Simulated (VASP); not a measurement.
## Fe: single point with PBE

The system is Fe.

```xyz
2
Lattice="2.4589 0.0000 0.0000 -1.2294 2.1295 0.0000 0.0000 0.0000 3.8948" Properties=species:S:1:pos:R:3 pbc="T T T"
Fe    1.2294    0.7098    2.9211
Fe    0.0000    1.4196    0.9737
```

```json
{
 "Program": "VASP 6.6.1",
 "Task": "single point",
 "Functional": "PBE",
 "Potentials or basis": "VASP PAW PBE potentials, release 64 (Fe)",
 "Cutoff": "520 eV",
 "k mesh": "12 × 12 × 7",
 "Occupations": "fermi-dirac, width 0.05 eV",
 "Spin": "collinear spin, ferromagnetic start",
 "Starting moments": "[3.0, 3.0] μB",
 "Dipole correction": "no",
 "Further INCAR settings": "ALGO = Normal; EDIFF = 1e-06; NBANDS = 19"
}
```

The pressure is -0.6 GPa. The band gap on the k mesh is zero (filled and empty bands overlap) and the net moment is 0.00 μB per cell. The valence electrons inside the program's atomic spheres are Fe 7.51.

Levels at points of the mesh, in eV from the Fermi level:
Spin up:
| k point | band 6 | band 7 | band 8 | band 9 | band 10 | band 11 |
| --- | --- | --- | --- | --- | --- | --- |
| (0.00, 0.00, 0.00) | -1.20 | -1.20 | -0.85 | -0.85 | 0.49 | 0.69 |
| (0.50, 0.00, 0.00) | -1.54 | -1.09 | 0.80 | 1.02 | 1.05 | 2.66 |
Spin down:
```tsv
k point	band 5	band 6	band 7	band 8	band 9	band 10	band 11	band 12
(0.00, 0.00, 0.00)	-1.55	-1.21	-1.21	-0.85	-0.85	0.49	0.69	0.69
(0.50, 0.00, 0.00)	-1.96	-1.55	-1.09	0.80	1.02	1.05	2.66	4.80
```

It took 49 s on 1 thread of Intel(R) Xeon(R) Platinum 8375C CPU @ 2.90GHz (Ice Lake), with other jobs on the host, peak memory 0.17 GiB.

Caveat: the starting moments collapsed, and a magnetic state may lie lower.
